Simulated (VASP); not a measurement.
Here is a VASP 6.6.1 calculation.

The input INCAR:

```
ALGO     = Normal         # electronic algorithm
EDIFF    = 1E-7           # SCF threshold, eV
EDIFFG   = -0.01          # ionic threshold
ENCUT    = 600            # plane-wave cutoff, eV
GGA      = PE             # functional
GGA_COMPAT= F            
IBRION   = 2              # ionic algorithm
ISIF     = 3              # what is computed and relaxed
ISMEAR   = 0              # smearing method
LASPH    = T              # aspherical terms in the spheres
LCHARG   = F              # write CHGCAR
LREAL    = F              # projectors in reciprocal space
LWAVE    = F              # write WAVECAR
NELM     = 120            # most SCF steps
NELMIN   = 4            
NSW      = 100            # ionic steps
PREC     = Accurate       # precision mode
SIGMA    = 0.02           # smearing width, eV
```

Contents of KPOINTS:

```
k-points
0
Gamma
  10 10 10
```

POSCAR

```
P4C
1.0
   -2.6993962268      2.6993962268      2.9170983731
    2.6993962268     -2.6993962268      2.9170983731
    2.6993962268      2.6993962268     -2.9170983731
P C
4 1
Direct
    0.3302194652      0.0535057925      0.8585626261
    0.1949431664      0.4716568391      0.1414373739
    0.5283431609      0.6697805348      0.7232863273
    0.9464942075      0.8050568336      0.2767136727
    0.0000000000      0.0000000000      0.0000000000
```

Potentials or basis: VASP PAW PBE potentials, release 64 (P, C).

Launch:

```sh
$ cat potpaw_PBE.64/P/POTCAR potpaw_PBE.64/C/POTCAR > POTCAR
$ mpirun -np 1 vasp_std > vasp.out
```

(1) Predict the relaxed volume.

(2) Predict the relaxed cell.

(3) Predict the space group after relaxing (to 0.1 Å).

(4) Predict the band gap on the k mesh.

Answers

(1) 16.93 Å³/atom.

(2) a = 4.799 Å, b = 4.799 Å, c = 4.799 Å, α = 111.93°, β = 111.93°, γ = 104.66°.

(3) I-4 (No. 82).

(4) 0.39 eV (least direct gap 0.81 eV).
